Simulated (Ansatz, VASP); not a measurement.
## One calculation of TiAl3, two programs

Contents of POSCAR:

```
TiAl3
1.0
    3.9948388591      0.0000000000      0.0000000000
    0.0000000000      3.9948388591      0.0000000000
    0.0000000000      0.0000000000      3.9948388591
Ti Al
1 3
Direct
    0.0000000000      0.0000000000      0.0000000000
    0.5000000000      0.5000000000      0.0000000000
    0.5000000000      0.0000000000      0.5000000000
    0.0000000000      0.5000000000      0.5000000000
```

INCAR.step1

```
SYSTEM = TiAl3
ALGO = Normal
EDIFF = 1E-4
ENCUT = 520
GGA = PE
ISMEAR = 0
LASPH = .TRUE.
LCHARG = .FALSE.
LREAL = .FALSE.
LWAVE = .TRUE.
NBANDS = 18
NELM = 60
PREC = Accurate
SIGMA = 0.1
```

File INCAR.step2:

```
SYSTEM = TiAl3
ALGO = Normal
EDIFF = 1E-7
ENCUT = 520
ISIF = 2
ISMEAR = 0
ISTART = 1
LASPH = .TRUE.
LCHARG = .FALSE.
LMIXTAU = .TRUE.
LREAL = .FALSE.
LWAVE = .FALSE.
METAGGA = R2SCAN
NBANDS = 18
NELM = 60
PREC = Accurate
SIGMA = 0.1
```

File KPOINTS:

```
k-points
0
G
  10 10 10
  0 0 0
```

Input for Ansatz:

```yaml
crystal:
  lattice:
    - [3.9948388591, 0.0, 0.0]
    - [0.0, 3.9948388591, 0.0]
    - [0.0, 0.0, 3.9948388591]
  atoms:
    - { symbol: Ti, position: [0.0, 0.0, 0.0] }
    - { symbol: Al, position: [0.5, 0.5, 0.0] }
    - { symbol: Al, position: [0.5, 0.0, 0.5] }
    - { symbol: Al, position: [0.0, 0.5, 0.5] }
basis:
  ecutwfc: 500
kpoints:
  mp_grid: { grid: [10, 10, 10] }
hamiltonian:
  xc: r2scan
scf:
  occupations: { method: gaussian, width: 0.1 }
output:
  forces: true
  stress: true
  eigenvalues: true
```

Alike in both runs: task single point; functional r2SCAN; k mesh 10 × 10 × 10; occupations gaussian, width 0.1 eV; no spin polarisation.

|  | VASP | Ansatz |
| --- | --- | --- |
| version | VASP 6.6.1 | Ansatz 0.2.0 |
| potentials or method | VASP PAW PBE potentials, release 64 (Ti_sv, Al), cutoff 520 eV | scalar-relativistic, plane waves, PAW |
| valence electrons in the cell | 21 | 21 |

```tsv
	VASP	Ansatz	Ansatz less VASP
gap on the k mesh at the Fermi level (eV)	none	none	-
pressure (GPa)	-3.3	-3.2	+0.10
```

VASP's potentials were made for PBE, not for r2SCAN. A gap of «none» marks a metal or a gap that the smearing closes.
